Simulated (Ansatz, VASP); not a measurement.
**One calculation of Ni, two programs**

```xyz
5
Lattice="2.4218 0.0000 0.0000 0.0000 2.4218 0.0000 0.0000 0.0000 19.7544" Properties=species:S:1:pos:R:3 pbc="T T T"
Ni    0.0000    0.0000    6.5000
Ni    1.2109    1.2109    8.1527
Ni    0.0000    0.0000    9.8772
Ni    1.2109    1.2109   11.6017
Ni    0.0000    0.0000   13.2544
```

Alike in both runs: task single point; functional LDA; k mesh 17 × 17 × 1; occupations fermi-dirac, width 0.1 eV; collinear spin.

```csv
,VASP,Ansatz
version,VASP 6.6.1,Ansatz 0.2.0
potentials or method,"VASP PAW LDA potentials, release 64 (Ni), cutoff 520 eV","all-electron LAPW, scalar-relativistic"
```

```csv
,VASP,Ansatz,Ansatz less VASP
rms of the force components (eV/Å),0.006,0.001,-0.0048
net moment per atom (μB),0.59,0.62,+0.028
size of the moment on the site where the two differ most (μB),0.64,0.69,+0.049
```

LDA's correlation is that of Perdew and Zunger in VASP and of Perdew and Wang (1992) in Ansatz. Site moments also hang on the region over which each program counts them. Atom by atom the forces differ by 0.006 eV/Å (rms over components). Ansatz ran all-electron here, and VASP with PAW potentials. Ansatz's warnings: vacuum density over bound.
